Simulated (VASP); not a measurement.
# Li (Im-3m) in VASP: settings compared, part 2 of 2

VASP 6.6.1. The steps go on from the part before.

## 3. Single point, revPBE+D3(BJ)

This run uses another cell than the first one, of 20.31 Å³/atom, 0.922 times its volume.

Input file INCAR:

```
  PREC = Accurate
  ENCUT = 520
  EDIFF = 1E-6
  ISMEAR = -1
  SIGMA = 0.05
  LREAL = False
  LASPH = True
  NELM = 100
  ALGO = Normal
  ISIF = 2
  LWAVE = False
  LCHARG = False
  GGA = RE
  IVDW = 12
  NBANDS = 8
```

Input file KPOINTS:

```
regular mesh
0
Gamma
  11 11 11
```

Input file POSCAR:

```
Li
1.0
   -1.7188307657      1.7188307657      1.7188307657
    1.7188307657     -1.7188307657      1.7188307657
    1.7188307657      1.7188307657     -1.7188307657
Li
1
Direct
    0.0000000000      0.0000000000      0.0000000000
```

Potentials or basis: VASP PAW PBE potentials, release 64 (Li_sv).

The run is started by

```sh
$ cat potpaw_PBE.64/Li_sv/POTCAR > POTCAR
$ mpirun -np 1 vasp_std > vasp.out
```

OUTCAR:

```text
PREC = Accurate
   ENCUT = 520
   EDIFF = 1E-6
   ISMEAR = -1
   LREAL = False
   LASPH = True
   NELM = 100
   ISIF = 2
   GGA = RE
   IVDW = 12
 IVDW          = 12

 ion  position               nearest neighbor table
   1  0.000  0.000  0.000-

  LATTYP: Found a body centered cubic cell.
 ALAT       =     3.4376615314

  Lattice vectors:

 A1 = (  -1.7188307657,   1.7188307657,   1.7188307657)
 A2 = (   1.7188307657,  -1.7188307657,   1.7188307657)
 A3 = (   1.7188307657,   1.7188307657,  -1.7188307657)

Analysis of symmetry for initial positions (statically):
=====================================================================
 Subroutine PRICEL returns:
 Original cell was already a primitive cell.

 Routine SETGRP: Setting up the symmetry group for a
 body centered cubic supercell.

 Subroutine GETGRP returns: Found 48 space group operations
 (whereof 48 operations were pure point group operations)
 out of a pool of 48 trial point group operations.

The static configuration has the point symmetry O_h .

Analysis of symmetry for dynamics (positions and initial velocities):
=====================================================================
 Subroutine PRICEL returns:
 Original cell was already a primitive cell.

 Routine SETGRP: Setting up the symmetry group for a
 body centered cubic supercell.

 Subroutine GETGRP returns: Found 48 space group operations
 (whereof 48 operations were pure point group operations)
 out of a pool of 48 trial point group operations.

The dynamic configuration has the point symmetry O_h .

 Subroutine INISYM returns: Found 48 space group operations
 (whereof 48 operations are pure point group operations),
 and found     1 'primitive' translations

----------------------------------------------------------------------------------------

[... 110 lines left out ...]
     AMIX_MAG =   1.60;   BMIX_MAG =  1.00
  volume/ion in A,a.u.               =      20.31       137.07
  Fermi-wavevector in a.u.,A,eV,Ry     =   0.865357  1.635288 10.188631  0.748843
  Thomas-Fermi vector in A             =   1.983589
   LORBIT       =      0    0 simple, 1 ext, 2 COOP (PROOUT), +10 PAW based schemes
   GGA     = RE    functional components
   LHFCALC =     F    Hartree Fock is set to
   AEXX    =    0.0000 exact exchange contribution
   IVDW    =    12    specifies the selected vdW correction
   LEPSILON=     F    determine dielectric tensor
   LRPA    =     F    only Hartree local field effects (RPA)
 non-spin polarized calculation
  energy-cutoff  :      520.00
  volume of cell :       20.31
 maximum number of plane-waves:       567
 NGX is ok and might be reduce to    24
   NGX = 11   NGY = 11   NGZ = 11

 number of electron       3.0000000 magnetization

 Free energy of the ion-electron system (eV)
  ---------------------------------------------------
  ext. energy  EPLUGINS =         0.00000000
  ---------------------------------------------------
  free energy    TOTEN  =        -1.81225975 eV

  energy without entropy =       -1.80855274  energy(sigma->0) =       -1.81040624

 E-fermi :   0.7133     XC(G=0):  -6.9575

 val. band max:        0.7066882162   @ k =   0.4545   0.0000   0.0000
 cond. band min:       0.8878899362   @ k =   0.1818   0.1818   0.1818
 fundamental gap:      0.1812017199
 Fermi energy:         0.7133442510

 k-point     1 :       0.0000    0.0000    0.0000
  band No.  band energies     occupation
      1     -45.9926      2.00000
      2      -2.8853      2.00000
      3      15.5036      0.00000
      4      15.5036      0.00000
      5      15.5036      0.00000
      6      20.0408      0.00000
      7      20.0408      0.00000
      8      20.0409      0.00000
[... 243 lines left out ...]
 k-point    24 :       0.3636    0.1818    0.0909
  band No.  band energies     occupation
      1     -45.9729      2.00000
      2       1.9341      0.00000
      3       3.9738      0.00000
      4       7.4607      0.00000
      5      10.0948      0.00000
      6      20.2535      0.00000
      7      21.2311      0.00000
      8      24.5556      0.00000

 [... further k-points ...]

------------------------ aborting loop because EDIFF is reached ----------------------------------------

 Edisp (eV)   -0.32865

 E8    (eV) :    -0.2260

  FORCE on cell =-STRESS in cart. coord.  units (eV):
  Direction    XX          YY          ZZ          XY          YZ          ZX
  --------------------------------------------------------------------------------------
  -------------------------------------------------------------------------------------
  Total      -0.25825    -0.25825    -0.25825     0.00000     0.00000    -0.00000
  in kB     -20.36984   -20.36984   -20.36984     0.00000     0.00000    -0.00000
  external pressure =      -20.37 kB  Pullay stress =        0.00 kB

 VOLUME and BASIS-vectors are now :
 -----------------------------------------------------------------------------
  energy-cutoff  :      520.00
  volume of cell :       20.31
      direct lattice vectors                 reciprocal lattice vectors
    -1.718830766  1.718830766  1.718830766     0.000000000  0.290895421  0.290895421
     1.718830766 -1.718830766  1.718830766     0.290895421  0.000000000  0.290895421
     1.718830766  1.718830766 -1.718830766     0.290895421  0.290895421  0.000000000

 POSITION                                       TOTAL-FORCE (eV/Angst)
 -----------------------------------------------------------------------------------
      0.00000      0.00000      0.00000         0.000000      0.000000     -0.000000
 -----------------------------------------------------------------------------------
    total drift:                                0.000000      0.000000     -0.000000

  FREE ENERGIE OF THE ION-ELECTRON SYSTEM (eV)
  ---------------------------------------------------
  free  energy   TOTEN  =        -2.1409142626 eV

  energy  without entropy=       -2.1372072575  energy(sigma->0) =       -2.13906076
```

OSZICAR:

```text
N       E                     dE             d eps       ncg     rms          rms(c)
DAV:   1     0.121237801929E+00    0.12124E+00   -0.68571E+02   904   0.251E+02
DAV:   2    -0.179193854581E+01   -0.19132E+01   -0.18210E+01  1296   0.354E+01
DAV:   3    -0.181327455047E+01   -0.21336E-01   -0.21282E-01  1024   0.326E+00
DAV:   4    -0.181355155139E+01   -0.27700E-03   -0.27699E-03  1304   0.301E-01
DAV:   5    -0.181355247928E+01   -0.92790E-06   -0.92791E-06  1032   0.142E-02    0.188E-01
DAV:   6    -0.181262025561E+01    0.93222E-03   -0.18401E-04  1440   0.615E-02    0.114E-01
DAV:   7    -0.181227197303E+01    0.34828E-03   -0.54391E-04  1336   0.117E-01    0.215E-02
DAV:   8    -0.181226402544E+01    0.79476E-05   -0.12360E-06   984   0.830E-03    0.981E-04
DAV:   9    -0.181226071888E+01    0.33066E-05   -0.44785E-08   672   0.197E-03    0.284E-04
DAV:  10    -0.181225974598E+01    0.97290E-06   -0.44049E-09   496   0.629E-04
   1 F= -.21409143E+01 E0= -.21390608E+01  d E =-.370701E-02
```

It took 3.4 s on 1 thread of Intel Xeon Platinum 8488C (Sapphire Rapids), shared host; peak memory 0.13 GiB.

Results:

* Free energy: -2.1409 eV
* Dispersion energy per atom: -0.329 eV

Levels at points of the mesh, in eV from the Fermi level:
| k point | band 1 | band 2 | band 3 | band 4 | band 5 |
| --- | --- | --- | --- | --- | --- |
| (0.00, 0.00, 0.00) | -46.71 | -3.60 | 14.79 | 14.79 | 14.79 |

Caveat: the cutoff is under 1.25 times the usual one of these potentials, so pressure, stress and relaxed cells hold a basis-set (Pulay) error; the PAW data sets were made with another functional, which shifts forces and pressure a little; pairwise dispersion overbinds metals, which lowers pressure and volume.
